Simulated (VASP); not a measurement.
A run of VASP 6.6.1 is set up as follows.

File INCAR:

```
SYSTEM = Ga
PREC     = Accurate       ! precision mode
ENCUT    = 520            ! plane-wave cutoff, eV
EDIFF    = 1E-6           ! SCF threshold, eV
ISMEAR   = -1             ! smearing method
SIGMA    = 0.05           ! smearing width, eV
LREAL    = .False.        ! projectors in reciprocal space
LASPH    = .True.         ! aspherical terms in the spheres
NELM     = 80             ! most SCF steps
ALGO     = Fast           ! electronic algorithm
ISIF     = 2              ! what is computed and relaxed
LWAVE    = .False.        ! write WAVECAR
LCHARG   = .False.        ! write CHGCAR
GGA      = PE             ! functional
NBANDS   = 34             ! bands
```

Contents of KPOINTS:

```
Automatic mesh
0
Gamma
  7 7 6
  0 0 0
```

File POSCAR:

```
Ga
1.0
    2.2912599917     -3.8809070963      0.0000000000
    2.2912599917      3.8809070963      0.0000000000
    0.0000000000      0.0000000000      4.5835331429
Ga
4
Direct
    0.3451000000      0.6549000000      0.4190000000
    0.1549000000      0.8451000000      0.9190000000
    0.6549000000      0.3451000000      0.5810000000
    0.8451000000      0.1549000000      0.0810000000
```

Potentials or basis: VASP PAW PBE potentials, release 64 (Ga_d).

Command:

```sh
$ cat potpaw_PBE.64/Ga_d/POTCAR > POTCAR
$ mpirun -np 1 vasp_std > vasp.out
```

Q: Predict the largest force.

A: 0.102 eV/Å.

Q: What does it give for the pressure?

A: -0.2 GPa.

Q: Predict the band gap on the k mesh.

A: Zero (band 26 reaches 5.08 eV, above the bottom of band 27 at 3.83 eV).

Stress tensor (GPa, compression positive):
```
-0.89  0.00  0.00
 0.00  0.36  0.00
 0.00  0.00 -0.10
```
